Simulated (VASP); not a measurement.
Set up this calculation in VASP 6.6.1, as the native input.

- Task: single point
- Functional: PBE
- Potentials or basis: VASP PAW PBE potentials, release 64 (Sn_d, Te)
- Cutoff: 520 eV
- k mesh: 10 × 10 × 10
- Occupations: methfessel-paxton, width 0.01 eV
- Spin: no spin polarisation
- Dipole correction: no
- Further INCAR settings: ALGO = Normal; EDIFF = 1e-06; NBANDS = 24

The structure of SnTe3 lies in POSCAR:

```
SnTe3
1.0
    0.0000000000      3.8612190000      3.8612190000
    3.8612190000      0.0000000000      3.8612190000
    3.8612190000      3.8612190000      0.0000000000
Sn Te
1 3
Direct
    0.0000000000      0.0000000000      0.0000000000
    0.2500000000      0.2500000000      0.2500000000
    0.7500000000      0.7500000000      0.7500000000
    0.5000000000      0.5000000000      0.5000000000
```

One way to write it, as run:

INCAR

```
  PREC = Accurate
  ENCUT = 520
  EDIFF = 1E-6
  ISMEAR = 1
  SIGMA = 0.01
  LREAL = F
  LASPH = T
  NELM = 80
  ALGO = Normal
  ISIF = 2
  LWAVE = F
  LCHARG = F
  GGA = PE
  NBANDS = 24
```

KPOINTS

```
regular mesh
0
Gamma
  10 10 10
```

Potentials or basis: VASP PAW PBE potentials, release 64 (Sn_d, Te).

Run with:

```console
$ cat potpaw_PBE.64/Sn_d/POTCAR potpaw_PBE.64/Te/POTCAR > POTCAR
$ mpirun -np 1 vasp_std > vasp.out
```

Results of the run:

| Property | Result |
| --- | --- |
| Pressure | 0.0 GPa |
| Band gap on the k mesh | zero (band 16 reaches 8.11 eV, above the bottom of band 17 at 5.88 eV) |

Caveat: spin-orbit coupling is left out, which moves the levels of the heavy elements.

Wall time 2.4 min on 1 thread of AMD EPYC 7R43 64-Core Processor (Zen 3), with other jobs on the host, peak memory 0.3 GiB.
